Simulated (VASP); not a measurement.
# SnSe (P4/nmm) in VASP: notebook, part 2 of 2

VASP 6.6.1.

## 4. Single point, PBE+D3(BJ)

This run uses another cell than the first one, of 24.01 Å³/atom.

INCAR reads:

```
PREC = Accurate
ENCUT = 520
EDIFF = 1E-6
ISMEAR = 0
SIGMA = 0.03
LREAL = False
LASPH = True
NELM = 100
ALGO = Normal
ISIF = 2
LWAVE = False
LCHARG = False
GGA = PE
IVDW = 12
NBANDS = 28
```

KPOINTS reads:

```
Automatic mesh
0
Gamma
  8 8 6
```

POSCAR reads:

```
SnSe
1.0
    4.0109000000      0.0000000000      0.0000000000
    0.0000000000      4.0109000000      0.0000000000
    0.0000000000      0.0000000000      5.9710971824
Sn Se
2 2
Direct
    0.5000000000      0.0000000000      0.2500887432
    0.0000000000      0.5000000000      0.7499112568
    0.5000000000      0.0000000000      0.7499352227
    0.0000000000      0.5000000000      0.2500647773
```

Potentials or basis: VASP PAW PBE potentials, release 64 (Sn_d, Se).

On the command line:

```sh
$ cat potpaw_PBE.64/Sn_d/POTCAR potpaw_PBE.64/Se/POTCAR > POTCAR
$ mpirun -np 1 vasp_std > vasp.out
```

OUTCAR:

```text
PREC = Accurate
   ENCUT = 520
   EDIFF = 1E-6
   ISMEAR = 0
   LREAL = False
   LASPH = True
   NELM = 100
   ISIF = 2
   GGA = PE
   IVDW = 12
 IVDW          = 12

 ion  position               nearest neighbor table
   1  0.500  0.000  0.250-   4 2.84   4 2.84   4 2.84   4 2.84   3 2.98   3 2.99
   2  0.000  0.500  0.750-   3 2.84   3 2.84   3 2.84   3 2.84   4 2.98   4 2.99
   3  0.500  0.000  0.750-   2 2.84   2 2.84   2 2.84   2 2.84   1 2.98   1 2.99
   4  0.000  0.500  0.250-   1 2.84   1 2.84   1 2.84   1 2.84   2 2.98   2 2.99

  LATTYP: Found a simple tetragonal cell.
 ALAT       =     4.0109000000
 C/A-ratio  =     1.4887175403

  Lattice vectors:

 A1 = (   4.0109000000,   0.0000000000,   0.0000000000)
 A2 = (   0.0000000000,   4.0109000000,   0.0000000000)
 A3 = (   0.0000000000,   0.0000000000,   5.9710971824)

Analysis of symmetry for initial positions (statically):
=====================================================================
 Subroutine PRICEL returns:
 Original cell was already a primitive cell.

 Routine SETGRP: Setting up the symmetry group for a
 simple tetragonal supercell.

 Subroutine GETGRP returns: Found 16 space group operations
 (whereof  8 operations were pure point group operations)
 out of a pool of 16 trial point group operations.

The static configuration has the point symmetry D_2d.
 The point group associated with its full space group is D_4h.

Analysis of symmetry for dynamics (positions and initial velocities):
=====================================================================
 Subroutine PRICEL returns:
 Original cell was already a primitive cell.

 Routine SETGRP: Setting up the symmetry group for a
 simple tetragonal supercell.

 Subroutine GETGRP returns: Found 16 space group operations
 (whereof  8 operations were pure point group operations)
 out of a pool of 16 trial point group operations.

The dynamic configuration has the point symmetry D_2d.
 The point group associated with its full space group is D_4h.

 Subroutine INISYM returns: Found 16 space group operations
 (whereof  8 operations are pure point group operations),
 and found     1 'primitive' translations

----------------------------------------------------------------------------------------

                                     Primitive cell

  volume of cell :      96.0589

  direct lattice vectors                    reciprocal lattice vectors
     4.010900000  0.000000000  0.000000000     0.249320601  0.000000000  0.000000000
     0.000000000  4.010900000  0.000000000     0.000000000  0.249320601  0.000000000
     0.000000000  0.000000000  5.971097182     0.000000000  0.000000000  0.167473409

  length of vectors
     4.010900000  4.010900000  5.971097182     0.249320601  0.249320601  0.167473409

  position of ions in fractional coordinates (direct lattice)
     0.500000000  0.000000000  0.250088743
     0.000000000  0.500000000  0.749911257
     0.500000000  0.000000000  0.749935223
     0.000000000  0.500000000  0.250064777

  ion indices of the primitive-cell ions
   primitive index   ion index
                 1           1
                 2           2
                 3           3
                 4           4

----------------------------------------------------------------------------------------

 KPOINTS: Automatic mesh

[... 25 lines left out ...]
  0.125000  0.000000  0.000000      4.000000
  0.250000  0.000000  0.000000      4.000000
  0.375000  0.000000  0.000000      4.000000
  0.500000  0.000000  0.000000      2.000000
  0.125000  0.125000  0.000000      4.000000
[... 16 lines left out ...]
  0.375000  0.125000  0.166667     16.000000
  0.500000  0.125000  0.166667      8.000000
 [... further k-points ...]
   k-points           NKPTS =     60   k-points in BZ     NKDIM =     60   number of bands    NBANDS=     28
   number of dos      NEDOS =    301   number of ions     NIONS =      4
   total plane-waves  NPLWV =  43200
   dimension x,y,z NGX =    30 NGY =   30 NGZ =   48
   dimension x,y,z NGXF=    60 NGYF=   60 NGZF=   96
   ions per type =               2   2
   NGX,Y,Z   is equivalent  to a cutoff of  12.43, 12.43, 13.36 a.u.
   NGXF,Y,Z  is equivalent  to a cutoff of  24.87, 24.87, 26.73 a.u.
 SYSTEM =  unknown system
   PREC   = accura    normal or accurate (medium, high low for compatibility)
   ISTART =      0    job   : 0-new  1-cont  2-samecut
   ICHARG =      2    charge: 1-file 2-atom 10-const
   ISPIN  =      1    spin polarized calculation?
   LNONCOLLINEAR =      F non collinear calculations
   LSORBIT =      F    spin-orbit coupling
   LASPH  =      T    aspherical Exc in radial PAW
   ENCUT  =  520.0 eV  38.22 Ry    6.18 a.u.   7.46  7.46 11.10*2*pi/ulx,y,z
   NELM   =    100;   NELMIN=  2; NELMDL= -5     # of ELM steps
   EDIFF  = 0.1E-05   stopping-criterion for ELM
   LREAL  =      F    real-space projection
   EDIFFG = 0.1E-04   stopping-criterion for IOM
   NSW    =      0    number of steps for IOM
   IBRION =     -1    ionic relax: 0-MD 1-quasi-New 2-CG
   NFREE  =      0    steps in history (QN), initial steepest desc. (CG)
   ISIF   =      2    stress and relaxation
   ISYM   =      2    0-nonsym 1-usesym 2-fastsym
   POTIM  = 0.5000    time-step for ionic-motion
   TEBEG  =    0.0;   TEEND  =   0.0 temperature during run
   PSTRESS=    0.0 pullay stress
   NELECT =      40.0000    total number of electrons
   NUPDOWN=      -1.0000    fix difference up-down
   EMIN   =  10.00;   EMAX   =-10.00  energy-range for DOS
   EFERMI =   0.00;   METHOD = LEGACY
   ISMEAR =     0;   SIGMA  =   0.03  broadening in eV -4-tet -1-fermi 0-gaus
   EFERMI_NEDOS =   21; number of points for ismear=-14 and -15
   IALGO  =     38    algorithm
   IMIX   =      4    mixing-type and parameters
     AMIX     =   0.40;   BMIX     =  1.00
     AMIX_MAG =   1.60;   BMIX_MAG =  1.00
  volume/ion in A,a.u.               =      24.01       162.06
  Fermi-wavevector in a.u.,A,eV,Ry     =   1.222500  2.310190 20.333994  1.494506
  Thomas-Fermi vector in A             =   2.357645
   LORBIT       =      0    0 simple, 1 ext, 2 COOP (PROOUT), +10 PAW based schemes
   GGA     = PE    functional components
   LHFCALC =     F    Hartree Fock is set to
   AEXX    =    0.0000 exact exchange contribution
   IVDW    =    12    specifies the selected vdW correction
   LEPSILON=     F    determine dielectric tensor
   LRPA    =     F    only Hartree local field effects (RPA)
 non-spin polarized calculation
 Gauss-broadening in eV      SIGMA  =   0.03
  energy-cutoff  :      520.00
  volume of cell :       96.06
 maximum number of plane-waves:      2623
 NGX is ok and might be reduce to    30
   NGX = 15   NGY = 15   NGZ = 23

 number of electron      40.0000015 magnetization

 Free energy of the ion-electron system (eV)
  ---------------------------------------------------
  ext. energy  EPLUGINS =         0.00000000
  ---------------------------------------------------
  free energy    TOTEN  =       -15.92151190 eV

  energy without entropy =      -15.92088544  energy(sigma->0) =      -15.92119867

 E-fermi :   7.4133     XC(G=0): -10.1882

 val. band max:        7.4027528510   @ k =   0.5000   0.1250   0.5000
 cond. band min:       7.4238178744   @ k =   0.5000   0.0000   0.3333
 fundamental gap:      0.0210650234
 Fermi energy:         7.4132605442

 k-point     1 :       0.0000    0.0000    0.0000
  band No.  band energies     occupation
      1     -14.5882      2.00000
      2     -14.5394      2.00000
      3     -14.5291      2.00000
      4     -14.5266      2.00000
      5     -14.5266      2.00000
      6     -14.5209      2.00000
[... 733 lines left out ...]
     27      13.2484      0.00000
     28      13.2484      0.00000

 [... further k-points ...]

------------------------ aborting loop because EDIFF is reached ----------------------------------------

 Edisp (eV)   -1.60978

 E8    (eV) :    -0.7247

  FORCE on cell =-STRESS in cart. coord.  units (eV):
  Direction    XX          YY          ZZ          XY          YZ          ZX
  --------------------------------------------------------------------------------------
  -------------------------------------------------------------------------------------
  Total       6.30446     6.30446     0.74688     0.00000     0.00000     0.00000
  in kB     105.15281   105.15281    12.45726     0.00000     0.00000     0.00000
  external pressure =       74.25 kB  Pullay stress =        0.00 kB

 VOLUME and BASIS-vectors are now :
 -----------------------------------------------------------------------------
  energy-cutoff  :      520.00
  volume of cell :       96.06
      direct lattice vectors                 reciprocal lattice vectors
     4.010900000  0.000000000  0.000000000     0.249320601  0.000000000  0.000000000
     0.000000000  4.010900000  0.000000000     0.000000000  0.249320601  0.000000000
     0.000000000  0.000000000  5.971097182     0.000000000  0.000000000  0.167473409

 POSITION                                       TOTAL-FORCE (eV/Angst)
 -----------------------------------------------------------------------------------
      2.00545      0.00000      1.49330         0.000000      0.000000     -0.001501
      0.00000      2.00545      4.47779        -0.000000      0.000000      0.001501
      2.00545      0.00000      4.47794         0.000000      0.000000      0.000891
      0.00000      2.00545      1.49316         0.000000      0.000000     -0.000891
 -----------------------------------------------------------------------------------
    total drift:                                0.000000      0.000000      0.000000

  FREE ENERGIE OF THE ION-ELECTRON SYSTEM (eV)
  ---------------------------------------------------
  free  energy   TOTEN  =       -17.5312902971 eV

  energy  without entropy=      -17.5306638332  energy(sigma->0) =      -17.53097707
```

stdout:

```text
POSCAR found type information on POSCAR SnSe
 POSCAR found :  2 types and       4 ions
 scaLAPACK will be used
 LDA part: xc-table for (Slater+PW92), standard interpolation
 POSCAR, INCAR and KPOINTS ok, starting setup
 FFT: planning ... GRIDC
 FFT: planning ... GRID_SOFT
 FFT: planning ... GRID
 WAVECAR not read
 entering main loop
```

Wall time 54 s (1 thread of Intel Xeon Platinum 8559C (Emerald Rapids), shared host); peak memory 0.28 GiB.

Results:

```
Free energy                : -17.5313 eV
Pressure                   : 7.4 GPa
Band gap on the k mesh     : zero (bands 20 and 21 overlap by 0.02 eV)
Dispersion energy per atom : -0.402 eV
```

Levels at points of the mesh, in eV from the Fermi level:
| k point | band 16 | band 17 | band 18 | band 19 | band 20 | band 21 | band 22 | band 23 | band 24 | band 25 |
| --- | --- | --- | --- | --- | --- | --- | --- | --- | --- | --- |
| (0.00, 0.00, 0.00) | -4.51 | -4.51 | -3.08 | -3.08 | -2.57 | 2.36 | 3.63 | 4.96 | 4.96 | 5.11 |
| (0.50, 0.00, 0.00) | -4.81 | -2.67 | -2.67 | -0.53 | -0.53 | 1.14 | 1.14 | 1.45 | 1.45 | 3.63 |
| (0.50, 0.50, 0.00) | -6.45 | -4.96 | -4.96 | -4.34 | -4.34 | 2.19 | 2.19 | 5.00 | 5.00 | 6.40 |
| (0.00, 0.00, 0.50) | -3.87 | -3.87 | -3.87 | -2.58 | -2.57 | 2.08 | 2.08 | 3.26 | 3.26 | 4.99 |
| (0.50, 0.00, 0.50) | -2.70 | -2.55 | -2.55 | -0.46 | -0.46 | 0.72 | 0.72 | 0.83 | 0.83 | 0.98 |
| (0.50, 0.50, 0.50) | -6.01 | -6.01 | -6.01 | -1.42 | -1.42 | 1.07 | 1.07 | 4.58 | 4.58 | 4.58 |

Caveat: the cell stands under pressure; semilocal functionals underestimate gaps, so a narrow gap can read as zero; spin-orbit coupling is left out, which moves the levels of the heavy elements.

## 5. The runs side by side

| cell | gap on the mesh (eV) | pressure (GPa) |
| --- | --- | --- |
| a = 4.292, b = 4.292, c = 6.258 Å, 4 atoms | 0.37 | -3.3 |
| a = 4.363, b = 4.363, c = 6.258 Å, 4 atoms | 0.23 | -3.3 |
| a = 4.011, b = 4.011, c = 5.971 Å, 4 atoms | none | 7.4 |

Alike in all rows: task single point; level PBE+D3(BJ); potentials or basis VASP PAW PBE potentials, release 64 (Sn_d, Se); no spin polarisation; k mesh 8 × 8 × 6; cutoff (eV) 520; smearing gaussian 0.03 eV.

Caveats: spin-orbit coupling is left out, which moves the levels of the heavy elements; the cell stands under tension (at least some runs); the cell stands under pressure (at least some runs); semilocal functionals underestimate gaps, so a narrow gap can read as zero (at least some runs).

Absolute energies hang on the potentials; compare differences alone.
